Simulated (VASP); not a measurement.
Write the native input for VASP 6.6.1 that does the following.

| Property | Result |
| --- | --- |
| Task | single point |
| Functional | PBE |
| Potentials or basis | VASP PAW PBE potentials, release 64 (Ti_sv, C) |
| Cutoff | 520 eV |
| k mesh | 11 × 11 × 11 |
| Occupations | gaussian, width 0.024 eV |
| Spin | no spin polarisation |
| Dipole correction | no |
| Further INCAR settings | ALGO = Normal; EDIFF = 1e-06; NBANDS = 15 |

The structure of TiC lies in POSCAR:

```
TiC
1.0
    0.0000000000      2.1657188437      2.1657188437
    2.1657188437      0.0000000000      2.1657188437
    2.1657188437      2.1657188437      0.0000000000
Ti C
1 1
Direct
    0.0000000000      0.0000000000      0.0000000000
    0.5000000000      0.5000000000      0.5000000000
```

These files were run (other wordings do the same):

INCAR

```
SYSTEM = TiC
PREC     = Accurate       ! precision mode
ENCUT    = 520            ! plane-wave cutoff, eV
EDIFF    = 1E-6           ! SCF threshold, eV
ISMEAR   = 0              ! smearing method
SIGMA    = 0.024          ! smearing width, eV
LREAL    = .False.        ! projectors in reciprocal space
LASPH    = .True.         ! aspherical terms in the spheres
NELM     = 60             ! most SCF steps
ALGO     = Normal         ! electronic algorithm
ISIF     = 2              ! what is computed and relaxed
LWAVE    = .False.        ! write WAVECAR
LCHARG   = .False.        ! write CHGCAR
GGA      = PE             ! functional
NBANDS   = 15             ! bands
```

KPOINTS

```
Automatic mesh
0
Gamma
  11 11 11
  0 0 0
```

Potentials or basis: VASP PAW PBE potentials, release 64 (Ti_sv, C).

Run with:

```bash
$ cat potpaw_PBE.64/Ti_sv/POTCAR potpaw_PBE.64/C/POTCAR > POTCAR
$ mpirun -np 1 vasp_std > vasp.out
```

Results of the run:

* Pressure: 0.5 GPa
* Band gap on the k mesh: zero (band 8 reaches 10.10 eV, above the bottom of band 9 at 9.00 eV)

It took 11 s on 1 thread of Intel(R) Xeon(R) 6975P-C (Granite Rapids), on a shared host, peak memory 0.14 GiB.
